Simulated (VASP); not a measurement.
# CdF2 (Fm-3m) in VASP: further runs, part 2 of 2

VASP 6.6.1.

### Step 4. Electric field gradients, LDA (13.56 Å³/atom)

This run uses another cell than the first one, of 13.56 Å³/atom.

INCAR reads:

```
  ALGO = Normal
  EDIFF = 1E-8
  ENCUT = 520
  GGA = CA
  ISIF = 2
  ISMEAR = -1
  LASPH = True
  LCHARG = False
  LEFG = True
  LREAL = False
  LWAVE = False
  NBANDS = 20
  NELM = 60
  PREC = Accurate
  SIGMA = 0.02
```

KPOINTS reads:

```
k-points
0
Gamma
  8 8 8
```

POSCAR reads:

```
CdF2
1.0
    0.0000000000      2.7294514339      2.7294514339
    2.7294514339      0.0000000000      2.7294514339
    2.7294514339      2.7294514339      0.0000000000
Cd F
1 2
Direct
    0.0000000000      0.0000000000      0.0000000000
    0.2500000000      0.2500000000      0.2500000000
    0.7500000000      0.7500000000      0.7500000000
```

Potentials or basis: VASP PAW LDA potentials, release 64 (Cd, F).

Run with:

```bash
> cat potpaw_LDA.64/Cd/POTCAR potpaw_LDA.64/F/POTCAR > POTCAR
> mpirun -np 1 vasp_std > vasp.out
```

OUTCAR:

```text
EDIFF = 1E-8
   ENCUT = 520
   GGA = CA
   ISIF = 2
   ISMEAR = -1
   LASPH = True
   LREAL = False
   NELM = 60
   PREC = Accurate

 ion  position               nearest neighbor table
   1  0.000  0.000  0.000-   3 2.36   3 2.36   3 2.36   2 2.36   3 2.36   2 2.36   2 2.36   2 2.36

   2  0.250  0.250  0.250-   1 2.36   1 2.36   1 2.36   1 2.36
   3  0.750  0.750  0.750-   1 2.36   1 2.36   1 2.36   1 2.36

  LATTYP: Found a face centered cubic cell.
 ALAT       =     5.4589028678

  Lattice vectors:

 A1 = (   0.0000000000,   2.7294514339,   2.7294514339)
[... 772 lines left out ...]

 Electric field gradients (V/A^2)
---------------------------------------------------------------------
 ion       V_xx      V_yy      V_zz      V_xy      V_xz      V_yz
---------------------------------------------------------------------
   1       0.000    -0.000    -0.000     0.002     0.002     0.002
   2       0.000    -0.000     0.000    -0.002    -0.002    -0.002
   3      -0.000    -0.000     0.000    -0.002    -0.002    -0.002
---------------------------------------------------------------------

 Electric field gradients after diagonalization (V/A^2)
 (convention: |V_zz| > |V_xx| > |V_yy|)
----------------------------------------------------------------------
 ion       V_xx      V_yy      V_zz     asymmetry (V_yy - V_xx)/ V_zz
----------------------------------------------------------------------
   1      -0.002    -0.002     0.004       0.000
   2       0.002     0.002    -0.004       0.000
   3       0.002     0.002    -0.004       0.000
----------------------------------------------------------------------

           NMR quadrupolar parameters

 Cq : quadrupolar parameter    Cq=e*Q*V_zz/h
 eta: asymmetry parameters     (V_yy - V_xx)/ V_zz
 Q  : nuclear electric quadrupole moment in mb (millibarn)
----------------------------------------------------------------------
 ion       Cq(MHz)       eta       Q (mb)
----------------------------------------------------------------------
   1       0.000       0.000       1.000
   2      -0.000       0.000       1.000
   3      -0.000       0.000       1.000
----------------------------------------------------------------------
```

stdout:

```text
POSCAR found type information on POSCAR CdF
 POSCAR found :  2 types and       3 ions
 scaLAPACK will be used
 LDA part: xc-table for (Slater(with rela. corr.)+CA(PZ))
 , standard interpolation
 POSCAR, INCAR and KPOINTS ok, starting setup
 FFT: planning ... GRIDC
 FFT: planning ... GRID_SOFT
 FFT: planning ... GRID
 WAVECAR not read
 entering main loop
ion   1

ion   2

ion   3
```

It took 44 s on 1 thread of AMD EPYC 7R13, shared host; peak memory 0.13 GiB.

Results:

```yaml
Free_energy: -12.6539 eV
Pressure: -8.4 GPa
Band_gap_on_the_k_mesh: 2.66 eV (least direct gap 3.19 eV)
Largest_electric_field_gradient_by_atom: zero within the noise of the run
```

Levels at points of the mesh, in eV from the valence-band top:
```csv
k point,band 9,band 10,band 11,band 12,band 13,band 14,band 15,band 16,band 17,band 18
"(0.00, 0.00, 0.00)",-0.91,-0.91,-0.53,-0.53,-0.53,2.66,12.12,12.12,12.12,16.78
"(0.50, 0.00, 0.00)",-2.19,-1.76,-1.76,-0.41,-0.41,6.66,8.67,13.80,13.80,17.52
"(0.50, 0.50, 0.00)",-2.85,-2.85,-0.45,-0.09,-0.09,7.44,9.13,11.37,13.59,13.59
```

Caveat: the cell stands under tension.

### Step 5. Single point, LDA

POSCAR reads:

```
CdF2
1.0
    0.0000000000      2.6940000000      2.6940000000
    2.6940000000      0.0000000000      2.6940000000
    2.6940000000      2.6940000000      0.0000000000
Cd F
1 2
Direct
    0.0000000000      0.0000000000      0.0000000000
    0.2500000000      0.2500000000      0.2500000000
    0.7500000000      0.7500000000      0.7500000000
```

INCAR.step1 reads:

```
PREC = Accurate ; ENCUT = 520
EDIFF = 1E-7 ; ISMEAR = -1
SIGMA = 0.02 ; LREAL = False
LASPH = True ; NELM = 80
ALGO = Normal ; ISIF = 2
LWAVE = False ; LCHARG = True
NBANDS = 20
```

KPOINTS.step1 reads:

```
regular mesh
0
Gamma
  8 8 8
```

INCAR.step2 reads:

```
PREC = Accurate ; ENCUT = 520
EDIFF = 1E-7 ; ISMEAR = -5
SIGMA = 0.02 ; LREAL = False
LASPH = True ; NELM = 80
ALGO = Normal ; ISIF = 2
LWAVE = False ; LCHARG = False
LORBIT = 11 ; NBANDS = 20
NEDOS = 2001 ; ICHARG = 11
```

KPOINTS.step2 reads:

```
regular mesh
0
Gamma
  12 12 12
```

Run with:

```bash
> cat potpaw_LDA.64/Cd/POTCAR potpaw_LDA.64/F/POTCAR > POTCAR
> cp INCAR.step1 INCAR
> cp KPOINTS.step1 KPOINTS
> mpirun -np 1 vasp_std > vasp.out
> cp INCAR.step2 INCAR
> cp KPOINTS.step2 KPOINTS
> mpirun -np 1 vasp_std > vasp.out
```

Wall time 69 s (1 thread of AMD EPYC 7R13, shared host); peak memory 0.14 GiB.

It converged, with:

| Item | Value |
| --- | --- |
| Valence electrons inside the program's atomic spheres | Cd 10.12; F 6.04 |

Levels at points of the mesh, in eV from the valence-band top:
| k point | band 10 | band 11 | band 12 | band 13 | band 14 | band 15 | band 16 | band 17 |
| --- | --- | --- | --- | --- | --- | --- | --- | --- |
| (0.00, 0.00, 0.00) | -1.01 | -0.48 | -0.48 | -0.48 | 2.80 | 12.31 | 12.31 | 12.31 |
| (0.50, 0.00, 0.00) | -1.90 | -1.90 | -0.39 | -0.39 | 6.95 | 8.79 | 14.14 | 14.14 |
| (0.50, 0.50, 0.00) | -3.05 | -0.52 | -0.09 | -0.09 | 7.75 | 9.34 | 11.45 | 13.93 |

### Step 6. Overview

```tsv
task	cell	k mesh for the DOS	occupations for the DOS	gap on the mesh (eV)	pressure (GPa)
electric field gradients	a = 3.810 Å, angles 60.0°, 3 atoms	-	-	2.80	-4.7
electric field gradients	a = 3.823 Å, angles 60.0°, 3 atoms	-	-	2.76	-5.7
electric field gradients	a = 3.860 Å, angles 60.0°, 3 atoms	-	-	2.66	-8.4
single point	a = 3.810 Å, angles 60.0°, 3 atoms	12 × 12 × 12	tetrahedron	-	-
```

Alike in all rows: level LDA; potentials or basis VASP PAW LDA potentials, release 64 (Cd, F); no spin polarisation; k mesh 8 × 8 × 8; cutoff (eV) 520; smearing fermi-dirac 0.02 eV.

Caveats: the cell stands under tension (at least some runs).

Absolute energies hang on the potentials; compare differences alone.
